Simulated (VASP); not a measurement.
BaO:

```
Ba O
1.0
     0.00000    2.77194    2.77194
     2.77194    0.00000    2.77194
     2.77194    2.77194    0.00000
Ba O
1 1
Direct
  0.00000 0.00000 0.00000
  0.50000 0.50000 0.50000
```

Base run:

* Program: VASP 6.6.1
* Functional: PBE
* Potentials or basis: VASP PAW PBE potentials, release 64 (Ba_sv, O)
* Cutoff: 600 eV
* k mesh: 8 × 8 × 8
* Occupations: gaussian, width 0.01 eV
* Spin: no spin polarisation

Its results: band gap on the k mesh 1.98 eV, direct; pressure 2.8 GPa.

Question: After a change of settings the same cell gave: band gap on the k mesh 1.88 eV, direct; pressure -0.5 GPa. Which change was it?
A. functional from PBE to r2SCAN; cutoff from 600 eV to 660 eV
B. functional from PBE to PBEsol; k mesh from 8 × 8 × 8 to 10 × 10 × 10
C. functional from PBE to LDA; potentials or basis from VASP PAW PBE potentials, release 64 (Ba_sv, O) to VASP PAW LDA potentials, release 64 (Ba_sv, O)

Answer: B.

Caveats: spin-orbit coupling is left out, which moves the levels of the heavy elements; the PAW data sets were made with another functional, which shifts forces and pressure a little (some runs).
